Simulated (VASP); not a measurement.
# BN (Cm) in VASP: a series of runs, part 2 of 2

VASP 6.6.1. The steps go on from the part before.

### 3 Relaxation of cell and atoms, LDA

Contents of INCAR:

```
PREC = Accurate
ENCUT = 600
EDIFF = 1E-6
ISMEAR = 0
SIGMA = 0.01
LREAL = F
LASPH = T
NELM = 60
ALGO = Normal
ISIF = 3
LWAVE = F
LCHARG = F
GGA = CA
IBRION = 2
NSW = 80
EDIFFG = -0.001
```

Contents of KPOINTS:

```
Automatic mesh
0
Gamma
  12 12 12
```

Contents of POSCAR:

```
BN
1.0
    2.4778435361      0.0021709365     -0.2306818127
   -1.2298410889      2.1510895352      0.2306971264
   -0.9241345470     -0.9026878523      3.2795834876
B N
1 1
Direct
    0.9911375176      0.9914531023     -0.0060240816
    0.6570114824      0.3244308977      0.9928290816
```

Potentials or basis: VASP PAW LDA potentials, release 64 (B, N).

Command:

```
$ cat potpaw_LDA.64/B/POTCAR potpaw_LDA.64/N/POTCAR > POTCAR
$ mpirun -np 1 vasp_std > vasp.out
```

OUTCAR:

```text
PREC = Accurate
   ENCUT = 600
   EDIFF = 1E-6
   ISMEAR = 0
   LREAL = F
   LASPH = T
   NELM = 60
   ISIF = 3
   GGA = CA
   IBRION = 2
   NSW = 80
   EDIFFG = -0.001

 ion  position               nearest neighbor table
   1  0.991  0.991  0.994-   2 1.44   2 1.44   2 1.44
   2  0.657  0.324  0.993-   1 1.44   1 1.44   1 1.44

  LATTYP: Found a base centered monoclinic cell.
 ALAT       =     4.3101794566
 B/A-ratio  =     0.5774198068
 C/A-ratio  =     0.8209556786
 COS(beta)  =    -0.4123615701

  Lattice vectors:

 A1 = (  -1.2298410889,   2.1510895352,   0.2306971264)
 A2 = (  -2.4778435361,  -0.0021709365,   0.2306818127)
 A3 = (   1.5537089891,  -0.9005169158,   3.0489016749)

Analysis of symmetry for initial positions (statically):
=====================================================================
 Subroutine PRICEL returns:
 Original cell was already a primitive cell.

 Routine SETGRP: Setting up the symmetry group for a
 base centered monoclinic supercell.

 Subroutine GETGRP returns: Found  2 space group operations
 (whereof  1 operations were pure point group operations)
 out of a pool of  4 trial point group operations.

The static configuration has the point symmetry C_1 .
[... 273 lines left out ...]

 number of electron       8.0000000 magnetization

------------------------ aborting loop because EDIFF is reached ----------------------------------------
[... 67 lines left out ...]
--------------------------------------- Ionic step       51  -------------------------------------------

 number of electron       8.0000000 magnetization

 Free energy of the ion-electron system (eV)
  ---------------------------------------------------
  ext. energy  EPLUGINS =         0.00000000
  ---------------------------------------------------
  free energy    TOTEN  =       -19.29410976 eV

  energy without entropy =      -19.29410976  energy(sigma->0) =      -19.29410976

 E-fermi :   2.6298     XC(G=0): -10.7949

 val. band max:        2.5235797382   @ k =   0.3333   0.4167   0.0000
 cond. band min:       6.4987060048   @ k =   0.5000   0.5000   0.5000
 fundamental gap:      3.9751262666
 Fermi energy:         2.6298088787

 k-point     1 :       0.0000    0.0000    0.0000
  band No.  band energies     occupation
      1     -15.2081      2.00000
      2      -1.4573      2.00000
      3       1.2423      2.00000
      4       1.2425      2.00000
      5       7.7263      0.00000
      6      14.2162      0.00000
      7      14.2193      0.00000
      8      15.7430      0.00000
[... 243 lines left out ...]
 k-point    24 :       0.3333    0.1667   -0.0000
  band No.  band energies     occupation
      1     -11.9122      2.00000
      2      -5.4768      2.00000
      3      -2.8314      2.00000
      4       1.2102      2.00000
      5       7.4670      0.00000
      6      14.2554      0.00000
      7      15.9558      0.00000
      8      19.4753      0.00000

 [... further k-points ...]

------------------------ aborting loop because EDIFF is reached ----------------------------------------

  FORCE on cell =-STRESS in cart. coord.  units (eV):
  Direction    XX          YY          ZZ          XY          YZ          ZX
  --------------------------------------------------------------------------------------
  -------------------------------------------------------------------------------------
  Total       -0.0010320      0.0011304      0.0000196      0.0018872      0.0009061     -0.0015633
  in kB       -0.0962588      0.1054373      0.0018248      0.1760346      0.0845236     -0.1458189
  external PRESSURE =       0.0036678 kB  Pullay stress =       0.0000000 kB
[... 17 lines left out ...]
  FREE ENERGIE OF THE ION-ELECTRON SYSTEM (eV)
  ---------------------------------------------------
  free  energy   TOTEN  =       -19.2941097622 eV

  energy  without entropy=      -19.2941097622  energy(sigma->0) =      -19.29410976

 reached required accuracy - stopping structural energy minimisation
```

OSZICAR:

```text
N       E                     dE             d eps       ncg     rms          rms(c)
DAV:   1     0.144195224710E+02    0.14420E+02   -0.52688E+03  7768   0.105E+03
DAV:   2    -0.209342282690E+02   -0.35354E+02   -0.33906E+02 10312   0.169E+02
[... 238 lines left out ...]
DAV:   1    -0.192941096855E+02   -0.23100E-08   -0.12578E-08  3832   0.114E-03    0.771E-05
DAV:   2    -0.192941096855E+02    0.79467E-10   -0.47065E-10  3832   0.269E-04
  50 F= -.19294110E+02 E0= -.19294110E+02  d E =-.430741E-06
       N       E                     dE             d eps       ncg     rms          rms(c)
DAV:   1    -0.192941097649E+02   -0.79360E-07   -0.13985E-06  5112   0.119E-02    0.587E-04
DAV:   2    -0.192941097622E+02    0.27260E-08   -0.41363E-08  3824   0.236E-03
  51 F= -.19294110E+02 E0= -.19294110E+02  d E =-.767130E-07
```

CONTCAR:

```text
BN
   1.00000000000000
     2.4786627073275067    0.0022902865509270   -0.2357045413063844
    -1.2301447726915777    2.1518596413768498    0.2357197921989887
    -0.9331353707587039   -0.8980651437439664    3.2578760208878590
  B               N
     1     1
Direct
     0.9911660981574376    0.9914863667915865    0.9940377634489430
     0.6569829018425660    0.3243976332084106    0.9927672365510538

  0.00000000E+00  0.00000000E+00  0.00000000E+00
  0.00000000E+00  0.00000000E+00  0.00000000E+00
```

Wall time 18 min (1 thread of AMD EPYC 7R13, shared host); peak memory 0.16 GiB.

Results:

- Free energy: -19.2941 eV
- Relaxed volume: 8.59 Å³/atom
- Relaxed cell: a = 2.490 Å, b = 2.490 Å, c = 3.506 Å, α = 90.11°, β = 110.68°, γ = 120.00°
- Space group after relaxing (to 0.1 Å): R3m (No. 160)
- Energy gained by relaxing: 0.1 meV/atom
- Ionic steps: 51
- Pressure after relaxing: 0.0 GPa
- Band gap on the k mesh: 3.98 eV (least direct gap 4.60 eV)

Step by step:
```
step  energy change (eV)  largest force (eV/Å)  pressure (GPa)  volume (Å³)
   1              0.0000                0.0035            0.29        17.29
   3              0.0000                0.0017           -0.10        17.30
   5             -0.0001                0.0224           -0.09        17.27
   7             -0.0001                0.0374           -0.10        17.24
   9             -0.0001                0.0327           -0.08        17.24
  11             -0.0001                0.0112           -0.03        17.21
  13             -0.0001                0.0063            0.00        17.18
  15             -0.0001                0.0132            0.01        17.17
  17             -0.0001                0.0098            0.02        17.18
  19             -0.0001                0.0025            0.01        17.18
  21             -0.0001                0.0001            0.00        17.18
  23             -0.0001                0.0014           -0.01        17.18
  25             -0.0001                0.0034            0.00        17.18
  27             -0.0001                0.0017            0.01        17.18
  29             -0.0001                0.0066           -0.02        17.18
  31             -0.0001                0.0039            0.00        17.18
  33             -0.0001                0.0002           -0.02        17.18
  35             -0.0001                0.0051           -0.04        17.18
  37             -0.0001                0.0048           -0.04        17.18
  39             -0.0001                0.0024           -0.02        17.18
  41             -0.0001                0.0071            0.05        17.17
  43             -0.0001                0.0022            0.02        17.18
  45             -0.0001                0.0003            0.01        17.18
  47             -0.0001                0.0019            0.00        17.18
  49             -0.0001                0.0013            0.01        17.18
  51             -0.0001                0.0006            0.00        17.18
```

Final structure:
```cif
data_structure
_symmetry_space_group_name_H-M 'P 1'
_symmetry_Int_Tables_number 1
_cell_length_a 2.4898
_cell_length_b 2.4898
_cell_length_c 3.5059
_cell_angle_alpha 90.109
_cell_angle_beta 110.682
_cell_angle_gamma 120.001
_cell_volume 17.18
loop_
_atom_site_label
_atom_site_type_symbol
_atom_site_fract_x
_atom_site_fract_y
_atom_site_fract_z
_atom_site_occupancy
B1 B 0.99117 0.99149 0.99404 1
N1 N 0.65698 0.32440 0.99277 1
```

A k mesh can miss the band edges.
